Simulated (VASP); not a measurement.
Input of a VASP 6.6.1 run:

File INCAR:

```
SYSTEM = Cs
PREC     = Accurate       ! precision mode
ENCUT    = 520            ! plane-wave cutoff, eV
EDIFF    = 1E-7           ! SCF threshold, eV
ISMEAR   = -1             ! smearing method
SIGMA    = 0.05           ! smearing width, eV
LREAL    = .FALSE.        ! projectors in reciprocal space
LASPH    = .TRUE.         ! aspherical terms in the spheres
NELM     = 80             ! most SCF steps
ALGO     = Normal         ! electronic algorithm
ISIF     = 2              ! what is computed and relaxed
LWAVE    = .FALSE.        ! write WAVECAR
LCHARG   = .FALSE.        ! write CHGCAR
GGA      = PS             ! functional
NBANDS   = 10             ! bands
```

File KPOINTS:

```
Automatic mesh
0
G
  9 9 9
  0 0 0
```

Contents of POSCAR:

```
Cs
1.0
   -2.2269952225      2.2269952225      2.2269952225
    2.2269952225     -2.2269952225      2.2269952225
    2.2269952225      2.2269952225     -2.2269952225
Cs
1
Direct
    0.0000000000      0.0000000000      0.0000000000
```

Potentials or basis: VASP PAW PBE potentials, release 64 (Cs_sv).

The run is started by

```console
$ cat potpaw_PBE.64/Cs_sv/POTCAR > POTCAR
$ mpirun -np 1 vasp_std > vasp.out
```

Q: Estimate the pressure.

A: 5.5 GPa.

Caveat: the PAW data sets were made with another functional, which shifts forces and pressure a little.
